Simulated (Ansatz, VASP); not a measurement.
## Si2Mo in VASP and in Ansatz

```xyz
3
Lattice="-1.6000 1.6000 3.9305 1.6000 -1.6000 3.9305 1.6000 1.6000 -3.9305" Properties=species:S:1:pos:R:3 pbc="T T T"
Si    0.0000    0.0000    2.6177
Si    0.0000    0.0000    5.2433
Mo    0.0000    0.0000    0.0000
```

Alike in both runs: task single point; functional PBEsol; k mesh 18 × 18 × 18; occupations gaussian, width 0.05 eV; no spin polarisation.

```csv
,VASP,Ansatz
version,VASP 6.6.1,Ansatz 0.2.0
potentials or method,"VASP PAW PBE potentials, release 64 (Si, Mo_sv), cutoff 520 eV","scalar-relativistic, plane waves, PAW"
valence electrons in the cell,22,22
```

```tsv
	VASP	Ansatz	Ansatz less VASP
pressure (GPa)	-2.4	-2.7	-0.36
traceless stress, the component that is largest in VASP (GPa)	-0.85	-0.87	-0.015
rms of the force components (eV/Å)	0.153	0.155	+0.0021
```

VASP's potentials were made for PBE, not for PBEsol. Atom by atom the forces differ by 0.002 eV/Å (rms over components).
